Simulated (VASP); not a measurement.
# Si16H5Cl in VASP: single point with PBE

Aim: the single point of Si16H5Cl with PBE.

All numbers are computed with VASP 6.6.1; they aren't measurements. Logs are shortened: lines on timing, memory, paths and dates and some standing lists are left out, and cuts for length are marked.

## 1. The cell of the first run

The cell holds a slab with vacuum, 22 atoms: a = 7.679 Å, b = 7.679 Å, c = 17.419 Å, α = 90.00°, β = 90.00°, γ = 60.00°.

## 2. Single point, PBE

INCAR

```
SYSTEM = Si16H5Cl
PREC     = Accurate       ! precision mode
ENCUT    = 520            ! plane-wave cutoff, eV
EDIFF    = 1E-7           ! SCF threshold, eV
ISMEAR   = 0              ! smearing method
SIGMA    = 0.02           ! smearing width, eV
LREAL    = Auto         
LASPH    = .TRUE.         ! aspherical terms in the spheres
NELM     = 60             ! most SCF steps
ALGO     = Normal         ! electronic algorithm
ISIF     = 2              ! what is computed and relaxed
LWAVE    = .FALSE.        ! write WAVECAR
LCHARG   = .FALSE.        ! write CHGCAR
GGA      = PE             ! functional
NBANDS   = 55             ! bands
```

KPOINTS

```
regular mesh
0
G
  2 2 1
  0 0 0
```

POSCAR

```
Si16H5Cl
1.0
    7.6791800000      0.0000000000      0.0000000000
    3.8395900000      6.6503650000      0.0000000000
    0.0000000000      0.0000000000     17.4187650000
H Si Cl
5 16 1
Direct
    0.1666666792      0.1666666416      0.0574093514
    0.6666666792      0.1666666416      0.0574093514
    0.1666666416      0.6666667168      0.0574093514
    0.6666666416      0.6666667168      0.0574093514
   -0.2591640921      0.2266368838      0.4221710322
    0.1666666792      0.1666666416      0.1435233784
    0.6666666792      0.1666666416      0.1435233784
    0.1666666416      0.6666667168      0.1435233784
    0.6666666416      0.6666667168      0.1435233784
   -0.1647882762      0.3348635752      0.1781863984
    0.3336348506      0.3317825413      0.1894377701
   -0.1675127927      0.8328987958      0.1892175479
    0.3300523950      0.8293167368      0.1975414445
   -0.1416492378      0.3482278040      0.3074354008
    0.3611086551      0.2976184014      0.3253086542
   -0.1920452593      0.8508898384      0.3251434301
    0.3398101957      0.8290107385      0.3431688756
   -0.0336430962      0.0324400240      0.3611361655
    0.5021665562     -0.0090130391      0.4000416218
    0.0202045344      0.5095556409      0.3638381940
    0.5450157544      0.4532173798      0.3622925047
   -0.0037876740      0.4896093673      0.4831895947
```

Potentials or basis: VASP PAW PBE potentials, release 64 (H, Si, Cl).

Started as:

```console
> cat potpaw_PBE.64/H/POTCAR potpaw_PBE.64/Si/POTCAR potpaw_PBE.64/Cl/POTCAR > POTCAR
> mpirun -np 1 vasp_std > vasp.out
```

OUTCAR:

```text
SYSTEM = Si16H5Cl
   PREC = Accurate
   ENCUT = 520
   EDIFF = 1E-7
   ISMEAR = 0
   LREAL = Auto
   LASPH = .TRUE.
   NELM = 60
   ISIF = 2
   GGA = PE

 ion  position               nearest neighbor table
   1  0.167  0.167  0.057-   6 1.50
   2  0.667  0.167  0.057-   7 1.50
   3  0.167  0.667  0.057-   8 1.50
   4  0.667  0.667  0.057-   9 1.50
   5  0.741  0.227  0.422-  21 1.94  18 1.94
   6  0.167  0.167  0.144-   1 1.50  10 2.29  11 2.35  13 2.43
   7  0.667  0.167  0.144-   2 1.50  10 2.32  11 2.35  12 2.36
   8  0.167  0.667  0.144-   3 1.50  12 2.36  13 2.36  11 2.37
   9  0.667  0.667  0.144-   4 1.50  10 2.29  12 2.35  13 2.43
  10  0.835  0.335  0.178-  14 2.26   6 2.29   9 2.29   7 2.32
  11  0.334  0.332  0.189-   6 2.35   7 2.35   8 2.37  15 2.38
  12  0.832  0.833  0.189-   9 2.35   7 2.36   8 2.36  16 2.37
  13  0.330  0.829  0.198-   8 2.36   9 2.43   6 2.43  17 2.54
  14  0.858  0.348  0.307-  10 2.26  21 2.33  18 2.33  20 2.36
  15  0.361  0.298  0.325-  21 2.35  11 2.38  20 2.39  19 2.42
  16  0.808  0.851  0.325-  18 2.35  12 2.37  20 2.39  19 2.42
  17  0.340  0.829  0.343-  19 2.37  18 2.51  21 2.52  13 2.54
  18  0.966  0.032  0.361-   5 1.94  14 2.33  16 2.35  17 2.51
  19  0.502  0.991  0.400-  17 2.37  16 2.42  15 2.42
  20  0.020  0.510  0.364-  22 2.10  14 2.36  15 2.39  16 2.39
  21  0.545  0.453  0.362-   5 1.94  14 2.33  15 2.35  17 2.52
  22  0.996  0.490  0.483-  20 2.10

  LATTYP: Found a hexagonal cell.
 ALAT       =     7.6791800344
 C/A-ratio  =     2.2683105386

  Lattice vectors:

 A1 = (  -3.8395900000,  -6.6503650000,   0.0000000000)
 A2 = (   7.6791800000,   0.0000000000,   0.0000000000)
 A3 = (   0.0000000000,   0.0000000000,  17.4187650000)

Analysis of symmetry for initial positions (statically):
=====================================================================
 Subroutine PRICEL returns:
 Original cell was already a primitive cell.

 Routine SETGRP: Setting up the symmetry group for a
 hexagonal supercell.

 Subroutine GETGRP returns: Found  1 space group operations
 (whereof  1 operations were pure point group operations)
 out of a pool of 24 trial point group operations.

The static configuration has the point symmetry C_1 .

Analysis of symmetry for dynamics (positions and initial velocities):
=====================================================================
 Subroutine PRICEL returns:
 Original cell was already a primitive cell.

 Routine SETGRP: Setting up the symmetry group for a
 hexagonal supercell.

 Subroutine GETGRP returns: Found  1 space group operations
 (whereof  1 operations were pure point group operations)
[... 129 lines left out ...]
   POTIM  = 0.5000    time-step for ionic-motion
   TEBEG  =    0.0;   TEEND  =   0.0 temperature during run
   PSTRESS=    0.0 pullay stress
   NELECT =      76.0000    total number of electrons
   NUPDOWN=      -1.0000    fix difference up-down
   EMIN   =  10.00;   EMAX   =-10.00  energy-range for DOS
   EFERMI =   0.00;   METHOD = LEGACY
   ISMEAR =     0;   SIGMA  =   0.02  broadening in eV -4-tet -1-fermi 0-gaus
   EFERMI_NEDOS =   21; number of points for ismear=-14 and -15
   IALGO  =     38    algorithm
   IMIX   =      4    mixing-type and parameters
     AMIX     =   0.40;   BMIX     =  1.00
     AMIX_MAG =   1.60;   BMIX_MAG =  1.00
  volume/ion in A,a.u.               =      40.43       272.87
  Fermi-wavevector in a.u.,A,eV,Ry     =   0.721030  1.362550  7.073459  0.519885
  Thomas-Fermi vector in A             =   1.810634
   LORBIT       =      0    0 simple, 1 ext, 2 COOP (PROOUT), +10 PAW based schemes
   GGA     = PE    functional components
   LHFCALC =     F    Hartree Fock is set to
   AEXX    =    0.0000 exact exchange contribution
   IVDW    =     0    specifies the selected vdW correction
   LEPSILON=     F    determine dielectric tensor
   LRPA    =     F    only Hartree local field effects (RPA)
 non-spin polarized calculation
 Gauss-broadening in eV      SIGMA  =   0.02
  energy-cutoff  :      520.00
  volume of cell :      889.57
 maximum number of plane-waves:     23990
 NGX is ok and might be reduce to    60
   NGX = 29   NGY = 29   NGZ = 65

 number of electron      76.0000006 magnetization

 Free energy of the ion-electron system (eV)
  ---------------------------------------------------
  ext. energy  EPLUGINS =         0.00000000
  ---------------------------------------------------
  free energy    TOTEN  =      -101.33120370 eV

  energy without entropy =     -101.33120370  energy(sigma->0) =     -101.33120370

 E-fermi :  -0.9424     XC(G=0):  -4.6532

 val. band max:       -1.0325834217   @ k =   0.0000   0.0000   0.0000
 cond. band min:      -0.7601073144   @ k =   0.5000   0.5000   0.0000
 fundamental gap:      0.2724761073
 Fermi energy:        -0.9423815240

 k-point     1 :       0.0000    0.0000    0.0000
  band No.  band energies     occupation
      1     -16.6064      2.00000
      2     -12.1986      2.00000
      3     -11.1054      2.00000
      4     -10.1534      2.00000
      5      -9.9482      2.00000
      6      -9.7646      2.00000
[... 201 lines left out ...]
     49       2.6520      0.00000
     50       2.9760      0.00000
 [bands above 50 left out]

------------------------ aborting loop because EDIFF is reached ----------------------------------------

  FORCE on cell =-STRESS in cart. coord.  units (eV):
  Direction    XX          YY          ZZ          XY          YZ          ZX
  --------------------------------------------------------------------------------------
  -------------------------------------------------------------------------------------
  Total        1.2060831     -3.9626994      0.0974103      4.2732364      0.4239594     -0.1912145
  in kB        2.1722517     -7.1371368      0.1754436      7.6964387      0.7635846     -0.3443925
  external PRESSURE =      -1.5964805 kB  Pullay stress =       0.0000000 kB

 VOLUME and BASIS-vectors are now :
 -----------------------------------------------------------------------------
  energy-cutoff  :      520.00
  volume of cell :      889.57
      direct lattice vectors                 reciprocal lattice vectors
     7.679180000  0.000000000  0.000000000     0.130222237 -0.075183843  0.000000000
     3.839590000  6.650365000  0.000000000     0.000000000  0.150367687  0.000000000
     0.000000000  0.000000000 17.418765000     0.000000000  0.000000000  0.057409351

 POSITION                                       TOTAL-FORCE (eV/Angst)
 -----------------------------------------------------------------------------------
      1.91979      1.10839      1.00000         0.188484     -0.294950     -0.117427
      5.75938      1.10839      1.00000        -0.039822     -0.032396     -0.069951
      3.83959      4.43358      1.00000         0.067015      0.028243     -0.042366
      7.67918      4.43358      1.00000        -0.160567      0.289521     -0.108919
      6.55920      1.50722      7.35370         0.003252      0.019602      0.007462
      1.91979      1.10839      2.50000         0.385562     -0.456641     -0.034446
[... 14 lines left out ...]
      5.92544      3.01406      6.31069        -0.013344      0.024684     -0.003987
      9.52999      3.25608      8.41657         0.000546     -0.000672     -0.039804
 -----------------------------------------------------------------------------------
    total drift:                                0.006460      0.006363     -0.003905

  FREE ENERGIE OF THE ION-ELECTRON SYSTEM (eV)
  ---------------------------------------------------
  free  energy   TOTEN  =      -101.3312036995 eV

  energy  without entropy=     -101.3312036995  energy(sigma->0) =     -101.33120370
```

Wall time 6.4 min (1 thread of Intel Xeon 6975P-C (Granite Rapids), shared host); peak memory 0.96 GiB.

Results:

```yaml
Free_energy: -101.3312 eV
Largest_force: 0.599 eV/Å
Band_gap_on_the_k_mesh: 0.27 eV (least direct gap 0.30 eV)
```

Forces on the atoms (eV/Å):
```
H    0.188 -0.295 -0.117
H   -0.040 -0.032 -0.070
H    0.067  0.028 -0.042
H   -0.161  0.290 -0.109
H    0.003  0.020  0.007
Si   0.386 -0.457 -0.034
Si  -0.229 -0.149 -0.110
Si   0.010 -0.030  0.567
Si  -0.191  0.529 -0.018
Si  -0.004  0.001  0.007
Si   0.002  0.003 -0.007
Si   0.002  0.005 -0.005
Si   0.002  0.004 -0.011
Si  -0.019 -0.001  0.004
Si  -0.003  0.019 -0.006
Si   0.009  0.005 -0.006
Si   0.015  0.020 -0.020
Si   0.001  0.000  0.002
Si   0.005  0.018 -0.020
Si  -0.032 -0.002  0.033
Si  -0.013  0.025 -0.004
Cl   0.001 -0.001 -0.040
```

Caveat: the k points lie up to 0.47 Å⁻¹ apart.
